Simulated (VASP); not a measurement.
Here is a VASP 6.6.1 calculation.

File INCAR:

```
PREC = Accurate ; ENCUT = 600
EDIFF = 1E-6 ; ISMEAR = 0
SIGMA = 0.02 ; LREAL = F
LASPH = T ; NELM = 120
ALGO = Normal ; ISIF = 2
LWAVE = F ; LCHARG = F
GGA = CA ; NBANDS = 11
GGA_COMPAT = F
```

KPOINTS

```
Automatic mesh
0
Gamma
  10 10 10
```

File POSCAR:

```
MgSe
1.0
    0.0000000000      2.6958605979      2.6958605979
    2.6958605979      0.0000000000      2.6958605979
    2.6958605979      2.6958605979      0.0000000000
Mg Se
1 1
Direct
    0.0000000000      0.0000000000      0.0000000000
    0.5000000000      0.5000000000      0.5000000000
```

Potentials or basis: VASP PAW LDA potentials, release 64 (Mg, Se).

Launch:

```console
$ cat potpaw_LDA.64/Mg/POTCAR potpaw_LDA.64/Se/POTCAR > POTCAR
$ mpirun -np 1 vasp_std > vasp.out
```

(1) Estimate the pressure.

(2) What does it give for the band gap on the k mesh?

## Answers

(1) -0.3 GPa.

(2) 1.70 eV, indirect (least direct gap 2.62 eV).
